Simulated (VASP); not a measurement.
# SrTiO3 (P4/mmm) in VASP: further runs

The runs below take SrTiO3 through relaxation of the atoms, with PBE.

Program: VASP 6.6.1. These are calculated values, not measurements. Logs are shortened: lines on timing, memory, paths and dates and some standing lists are left out, and cuts for length are marked.

### Step 1. The cell of the first run

It takes space group P4/mmm (No. 123, tetragonal). Conventional cell: a = 3.905 Å, b = 3.905 Å, c = 3.866 Å, α = 90.00°, β = 90.00°, γ = 90.00°. Sr (site symmetry 4/mmm) has 12 O at 2.75 to 2.76 Å and 8 Ti at 3.37 Å within 3.6 Å. Within 2.6 Å of Ti (site symmetry 4/mmm) lie 6 O at 1.93 to 1.95 Å. O (site symmetry mmm) has 2 Ti at 1.95 Å within 2.6 Å. Within 2.6 Å of O (site symmetry 4/mmm) lie 2 Ti at 1.93 Å.

### Step 2. Relaxation of the atoms, PBE (z stretched by -1 %)

Contents of INCAR:

```
SYSTEM = SrTiO3
PREC     = Accurate       ! precision mode
ENCUT    = 520            ! plane-wave cutoff, eV
EDIFF    = 1E-7           ! SCF threshold, eV
ISMEAR   = -1             ! smearing method
SIGMA    = 0.02           ! smearing width, eV
LREAL    = .False.        ! projectors in reciprocal space
LASPH    = .True.         ! aspherical terms in the spheres
NELM     = 120            ! most SCF steps
ALGO     = Normal         ! electronic algorithm
ISIF     = 2              ! what is computed and relaxed
LWAVE    = .False.        ! write WAVECAR
LCHARG   = .False.        ! write CHGCAR
GGA      = PE             ! functional
IBRION   = 2              ! ionic algorithm
NSW      = 80             ! ionic steps
EDIFFG   = -0.02          ! ionic threshold
GGA_COMPAT= .False.      
NELMIN   = 4
```

Contents of KPOINTS:

```
regular mesh
0
Gamma
  8 8 8
  0 0 0
```

Contents of POSCAR:

```
SrTiO3
1.0
    3.9050000000      0.0000000000      0.0000000000
    0.0000000000      3.9050000000      0.0000000000
    0.0000000000      0.0000000000      3.8659500000
Sr Ti O
1 1 3
Direct
    0.0000000000      0.0000000000      0.0000000000
    0.5000000000      0.5000000000      0.5000000000
    0.0000000000      0.5000000000      0.5000000000
    0.5000000000      0.0000000000      0.5000000000
    0.5000000000      0.5000000000      0.0000000000
```

Potentials or basis: VASP PAW PBE potentials, release 64 (Sr_sv, Ti_sv, O).

Command:

```bash
cat potpaw_PBE.64/Sr_sv/POTCAR potpaw_PBE.64/Ti_sv/POTCAR potpaw_PBE.64/O/POTCAR > POTCAR
mpirun -np 1 vasp_std > vasp.out
```

OUTCAR:

```text
SYSTEM = SrTiO3
   PREC = Accurate
   ENCUT = 520
   EDIFF = 1E-7
   ISMEAR = -1
   LREAL = .False.
   LASPH = .True.
   NELM = 120
   ISIF = 2
   GGA = PE
   IBRION = 2
   NSW = 80
   EDIFFG = -0.02
   NELMIN = 4

 ion  position               nearest neighbor table
   1  0.000  0.000  0.000-   3 2.75   4 2.75   3 2.75   4 2.75   3 2.75   3 2.75   4 2.75   4 2.75
                             5 2.76   5 2.76   5 2.76   5 2.76   2 3.37   2 3.37   2 3.37   2 3.37
   2  0.500  0.500  0.500-   5 1.93   5 1.93   3 1.95   4 1.95   4 1.95   3 1.95   1 3.37   1 3.37
                             1 3.37   1 3.37   1 3.37   1 3.37   1 3.37   1 3.37
   3  0.000  0.500  0.500-   2 1.95   2 1.95   1 2.75   1 2.75   1 2.75   1 2.75
   4  0.500  0.000  0.500-   2 1.95   2 1.95   1 2.75   1 2.75   1 2.75   1 2.75
   5  0.500  0.500  0.000-   2 1.93   2 1.93   1 2.76   1 2.76   1 2.76   1 2.76

  LATTYP: Found a simple tetragonal cell.
 ALAT       =     3.9050000000
 C/A-ratio  =     0.9900000000

  Lattice vectors:

 A1 = (   3.9050000000,   0.0000000000,   0.0000000000)
 A2 = (   0.0000000000,   3.9050000000,   0.0000000000)
 A3 = (   0.0000000000,   0.0000000000,   3.8659500000)

Analysis of symmetry for initial positions (statically):
=====================================================================
 Subroutine PRICEL returns:
 Original cell was already a primitive cell.

 Routine SETGRP: Setting up the symmetry group for a
 simple tetragonal supercell.

 Subroutine GETGRP returns: Found 16 space group operations
 (whereof 16 operations were pure point group operations)
 out of a pool of 16 trial point group operations.

The static configuration has the point symmetry D_4h.

Analysis of symmetry for dynamics (positions and initial velocities):
=====================================================================
 Subroutine PRICEL returns:
 Original cell was already a primitive cell.

 Routine SETGRP: Setting up the symmetry group for a
 simple tetragonal supercell.

 Subroutine GETGRP returns: Found 16 space group operations
 (whereof 16 operations were pure point group operations)
 out of a pool of 16 trial point group operations.

The dynamic configuration has the point symmetry D_4h.

 Subroutine INISYM returns: Found 16 space group operations
 (whereof 16 operations are pure point group operations),
 and found     1 'primitive' translations

----------------------------------------------------------------------------------------

                                     Primitive cell

  volume of cell :      58.9520

  direct lattice vectors                    reciprocal lattice vectors
     3.905000000  0.000000000  0.000000000     0.256081946  0.000000000  0.000000000
     0.000000000  3.905000000  0.000000000     0.000000000  0.256081946  0.000000000
     0.000000000  0.000000000  3.865950000     0.000000000  0.000000000  0.258668633

  length of vectors
     3.905000000  3.905000000  3.865950000     0.256081946  0.256081946  0.258668633

  position of ions in fractional coordinates (direct lattice)
     0.000000000  0.000000000  0.000000000
     0.500000000  0.500000000  0.500000000
     0.000000000  0.500000000  0.500000000
     0.500000000  0.000000000  0.500000000
     0.500000000  0.500000000  0.000000000

  ion indices of the primitive-cell ions
   primitive index   ion index
                 1           1
                 2           2
                 3           3
                 4           4
                 5           5

----------------------------------------------------------------------------------------

 KPOINTS: regular mesh

Automatic generation of k-mesh.
 Grid dimensions read from file:
 generate k-points for:    8    8    8

 Generating k-lattice:

  Cartesian coordinates                     Fractional coordinates (reciprocal lattice)
     0.032010243  0.000000000  0.000000000     0.125000000  0.000000000  0.000000000
     0.000000000  0.032010243  0.000000000     0.000000000  0.125000000  0.000000000
     0.000000000  0.000000000  0.032333579     0.000000000  0.000000000  0.125000000

  Length of vectors
     0.032010243  0.032010243  0.032333579

  Shift w.r.t. Gamma in fractional coordinates (k-lattice)
     0.000000000  0.000000000  0.000000000

 Subroutine IBZKPT returns following result:
 ===========================================

 Found     75 irreducible k-points:

 Following reciprocal coordinates:
            Coordinates               Weight
  0.000000  0.000000  0.000000      1.000000
  0.125000  0.000000  0.000000      4.000000
  0.250000  0.000000  0.000000      4.000000
  0.375000  0.000000  0.000000      4.000000
  0.500000  0.000000  0.000000      2.000000
  0.125000  0.125000  0.000000      4.000000
[... 16 lines left out ...]
  0.375000  0.125000  0.125000     16.000000
  0.500000  0.125000  0.125000      8.000000
 [... further k-points ...]
   k-points           NKPTS =     75   k-points in BZ     NKDIM =     75   number of bands    NBANDS=     24
   number of dos      NEDOS =    301   number of ions     NIONS =      5
   total plane-waves  NPLWV =  27000
   dimension x,y,z NGX =    30 NGY =   30 NGZ =   30
   dimension x,y,z NGXF=    60 NGYF=   60 NGZF=   60
   ions per type =               1   1   3
   NGX,Y,Z   is equivalent  to a cutoff of  12.77, 12.77, 12.90 a.u.
   NGXF,Y,Z  is equivalent  to a cutoff of  25.54, 25.54, 25.80 a.u.
 SYSTEM =  SrTiO3
   PREC   = accura    normal or accurate (medium, high low for compatibility)
   ISTART =      0    job   : 0-new  1-cont  2-samecut
   ICHARG =      2    charge: 1-file 2-atom 10-const
   ISPIN  =      1    spin polarized calculation?
   LNONCOLLINEAR =      F non collinear calculations
   LSORBIT =      F    spin-orbit coupling
   LASPH  =      T    aspherical Exc in radial PAW
   ENCUT  =  520.0 eV  38.22 Ry    6.18 a.u.   7.26  7.26  7.19*2*pi/ulx,y,z
   NELM   =    120;   NELMIN=  4; NELMDL= -5     # of ELM steps
   EDIFF  = 0.1E-06   stopping-criterion for ELM
   LREAL  =      F    real-space projection
   EDIFFG = -.2E-01   stopping-criterion for IOM
   NSW    =     80    number of steps for IOM
   IBRION =      2    ionic relax: 0-MD 1-quasi-New 2-CG
   NFREE  =      1    steps in history (QN), initial steepest desc. (CG)
   ISIF   =      2    stress and relaxation
   ISYM   =      2    0-nonsym 1-usesym 2-fastsym
   POTIM  = 0.5000    time-step for ionic-motion
   TEBEG  =    0.0;   TEEND  =   0.0 temperature during run
   PSTRESS=    0.0 pullay stress
   NELECT =      40.0000    total number of electrons
   NUPDOWN=      -1.0000    fix difference up-down
   EMIN   =  10.00;   EMAX   =-10.00  energy-range for DOS
   EFERMI =   0.00;   METHOD = LEGACY
   ISMEAR =    -1;   SIGMA  =   0.02  broadening in eV -4-tet -1-fermi 0-gaus
   EFERMI_NEDOS =   21; number of points for ismear=-14 and -15
   IALGO  =     38    algorithm
   IMIX   =      4    mixing-type and parameters
     AMIX     =   0.40;   BMIX     =  1.00
     AMIX_MAG =   1.60;   BMIX_MAG =  1.00
  volume/ion in A,a.u.               =      11.79        79.57
  Fermi-wavevector in a.u.,A,eV,Ry     =   1.438562  2.718489 28.156739  2.069462
  Thomas-Fermi vector in A             =   2.557515
   LORBIT       =      0    0 simple, 1 ext, 2 COOP (PROOUT), +10 PAW based schemes
   GGA     = PE    functional components
   LHFCALC =     F    Hartree Fock is set to
   AEXX    =    0.0000 exact exchange contribution
   IVDW    =     0    specifies the selected vdW correction
   LEPSILON=     F    determine dielectric tensor
   LRPA    =     F    only Hartree local field effects (RPA)
 conjugate gradient relaxation of ions
 non-spin polarized calculation
  energy-cutoff  :      520.00
  volume of cell :       58.95
 maximum number of plane-waves:      1612
 NGX is ok and might be reduce to    30
   NGX = 15   NGY = 15   NGZ = 15

 number of electron      40.0000011 magnetization

 Free energy of the ion-electron system (eV)
  ---------------------------------------------------
  ext. energy  EPLUGINS =         0.00000000
  ---------------------------------------------------
  free energy    TOTEN  =       -40.05056866 eV

  energy without entropy =      -40.05056866  energy(sigma->0) =      -40.05056866

 E-fermi :   4.6550     XC(G=0): -11.3240

 val. band max:        4.2553782336   @ k =   0.5000   0.5000   0.5000
 cond. band min:       6.1108555084   @ k =   0.0000   0.0000   0.0000
 fundamental gap:      1.8554772748
 Fermi energy:         4.6549572894

 k-point     1 :       0.0000    0.0000    0.0000
  band No.  band energies     occupation
      1     -52.1743      2.00000
      2     -28.5109      2.00000
      3     -28.4334      2.00000
      4     -28.4244      2.00000
      5     -28.4244      2.00000
      6     -13.2190      2.00000
[... 16 lines left out ...]
     23       6.1291      0.00000
     24       8.6161      0.00000

 k-point     2 :       0.1250    0.0000    0.0000
  band No.  band energies     occupation
      1     -52.1740      2.00000
      2     -28.5294      2.00000
      3     -28.4330      2.00000
      4     -28.4240      2.00000
      5     -28.4129      2.00000
      6     -13.2294      2.00000
[... 16 lines left out ...]
     23       6.4789      0.00000
     24       8.6457      0.00000

 k-point     3 :       0.2500    0.0000    0.0000
  band No.  band energies     occupation
      1     -52.1735      2.00000
      2     -28.5658      2.00000
      3     -28.4319      2.00000
      4     -28.4229      2.00000
      5     -28.3932      2.00000
      6     -13.3013      2.00000
[... 16 lines left out ...]
     23       7.1864      0.00000
     24       8.6554      0.00000
[... 514 lines left out ...]
 k-point    23 :       0.3750    0.1250    0.1250
  band No.  band energies     occupation
      1     -52.1725      2.00000
      2     -28.5799      2.00000
      3     -28.4444      2.00000
      4     -28.4338      2.00000
      5     -28.3854      2.00000
      6     -13.2466      2.00000
[... 16 lines left out ...]
     23       7.8468      0.00000
     24       9.3770      0.00000

 k-point    24 :       0.5000    0.1250    0.1250
  band No.  band energies     occupation
      1     -52.1722      2.00000
      2     -28.5894      2.00000
      3     -28.4422      2.00000
      4     -28.4317      2.00000
      5     -28.3863      2.00000
      6     -13.2808      2.00000
[... 16 lines left out ...]
     23       8.0845      0.00000
     24       9.3720      0.00000

 [... further k-points ...]

------------------------ aborting loop because EDIFF is reached ----------------------------------------

  FORCE on cell =-STRESS in cart. coord.  units (eV):
  Direction    XX          YY          ZZ          XY          YZ          ZX
  --------------------------------------------------------------------------------------
  -------------------------------------------------------------------------------------
  Total        2.2436671      2.2436671      3.2011672      0.0000000      0.0000000      0.0000000
  in kB       60.9776526     60.9776526     87.0002763      0.0000000      0.0000000      0.0000000
  external PRESSURE =      69.6518605 kB  Pullay stress =       0.0000000 kB

 VOLUME and BASIS-vectors are now :
 -----------------------------------------------------------------------------
  energy-cutoff  :      520.00
  volume of cell :       58.95
      direct lattice vectors                 reciprocal lattice vectors
     3.905000000  0.000000000  0.000000000     0.256081946  0.000000000  0.000000000
     0.000000000  3.905000000  0.000000000     0.000000000  0.256081946  0.000000000
     0.000000000  0.000000000  3.865950000     0.000000000  0.000000000  0.258668633

 POSITION                                       TOTAL-FORCE (eV/Angst)
 -----------------------------------------------------------------------------------
      0.00000      0.00000      0.00000         0.000000      0.000000      0.000000
      1.95250      1.95250      1.93298         0.000000      0.000000      0.000000
      0.00000      1.95250      1.93298         0.000000      0.000000      0.000000
      1.95250      0.00000      1.93298         0.000000      0.000000      0.000000
      1.95250      1.95250      0.00000         0.000000      0.000000      0.000000
 -----------------------------------------------------------------------------------
    total drift:                                0.000000      0.000000     -0.000000

  FREE ENERGIE OF THE ION-ELECTRON SYSTEM (eV)
  ---------------------------------------------------
  free  energy   TOTEN  =       -40.0505686616 eV

  energy  without entropy=      -40.0505686616  energy(sigma->0) =      -40.05056866

 reached required accuracy - stopping structural energy minimisation
```

Wall time 2.3 min (1 thread of Intel Xeon Platinum 8259CL at 2.50GHz (Skylake/Cascade Lake), shared host); peak memory 0.25 GiB.

Results:

* Free energy: -40.0506 eV
* Pressure after relaxing: 7.0 GPa
* Band gap on the k mesh: 1.86 eV (least direct gap 2.21 eV)

Final structure:
```
CELL_PARAMETERS angstrom
3.90500 0.00000 0.00000
0.00000 3.90500 0.00000
0.00000 0.00000 3.86595
ATOMIC_POSITIONS crystal
Sr 0.00000 0.00000 0.00000
Ti 0.50000 0.50000 0.50000
O 0.00000 0.50000 0.50000
O 0.50000 0.00000 0.50000
O 0.50000 0.50000 0.00000
```

Caveat: the cell differs from its parent crystal (z stretched by -1 %).

### Step 3. Relaxation of the atoms, PBE (z stretched by +3 %)

Contents of INCAR:

```
SYSTEM = SrTiO3
PREC = Accurate
ENCUT = 520
EDIFF = 1E-7
ISMEAR = -1
SIGMA = 0.02
LREAL = .FALSE.
LASPH = .TRUE.
NELM = 120
ALGO = Normal
ISIF = 2
LWAVE = .FALSE.
LCHARG = .FALSE.
GGA = PE
IBRION = 2
NSW = 80
EDIFFG = -0.02
GGA_COMPAT = .FALSE.
NELMIN = 4
```

Contents of KPOINTS:

```
regular mesh
0
G
  8 8 8
  0 0 0
```

Edit POSCAR of step 2 so:

```diff
@@ -4,3 +4,3 @@
     0.0000000000      3.9050000000      0.0000000000
-    0.0000000000      0.0000000000      3.8659500000
+    0.0000000000      0.0000000000      4.0221500000
 Sr Ti O
```

Potentials or basis: VASP PAW PBE potentials, release 64 (Sr_sv, Ti_sv, O).

Command:

```bash
cat potpaw_PBE.64/Sr_sv/POTCAR potpaw_PBE.64/Ti_sv/POTCAR potpaw_PBE.64/O/POTCAR > POTCAR
mpirun -np 1 vasp_std > vasp.out
```

It took 78 s on 1 thread of Intel Xeon Platinum 8488C (Sapphire Rapids), shared host; peak memory 0.25 GiB.

It converged, with:

```
Free energy             : -40.0809 eV
Pressure after relaxing : -0.1 GPa
Band gap on the k mesh  : 1.74 eV (least direct gap 2.15 eV)
```

Stress tensor (GPa, compression positive):
```
 1.92  0.00  0.00
 0.00  1.92  0.00
 0.00  0.00 -4.11
```

Final structure:
```yaml
crystal:
  lattice:
    - [3.90500, 0.00000, 0.00000]
    - [0.00000, 3.90500, 0.00000]
    - [0.00000, 0.00000, 4.02215]
  atoms:
    - { symbol: Sr, position: [0.00000, 0.00000, 0.00000] }
    - { symbol: Ti, position: [0.50000, 0.50000, 0.50000] }
    - { symbol: O, position: [0.00000, 0.50000, 0.50000] }
    - { symbol: O, position: [0.50000, 0.00000, 0.50000] }
    - { symbol: O, position: [0.50000, 0.50000, 0.00000] }
```

Levels at points of the mesh, in eV from the valence-band top:
```
           k point  band 16  band 17  band 18  band 19  band 20  band 21  band 22  band 23  band 24
(0.00, 0.00, 0.00)    -1.13    -1.13    -0.43    -0.41    -0.41     1.74     1.74     1.79     3.93
(0.50, 0.00, 0.00)    -2.44    -2.40    -1.94    -0.80    -0.77     1.91     3.67     3.68     4.00
(0.50, 0.50, 0.00)    -2.92    -1.79    -1.48    -1.48    -0.07     3.68     3.68     4.15     4.79
(0.00, 0.00, 0.50)    -2.13    -2.13    -1.93    -0.75    -0.75     1.93     3.42     3.42     4.19
(0.50, 0.00, 0.50)    -2.64    -1.78    -1.64    -1.63    -0.18     3.42     3.69     3.99     5.09
(0.50, 0.50, 0.50)    -3.62    -3.62    -0.07    -0.07     0.00     4.19     4.19     4.34     6.73
```

Caveat: the cell differs from its parent crystal (z stretched by +3 %).
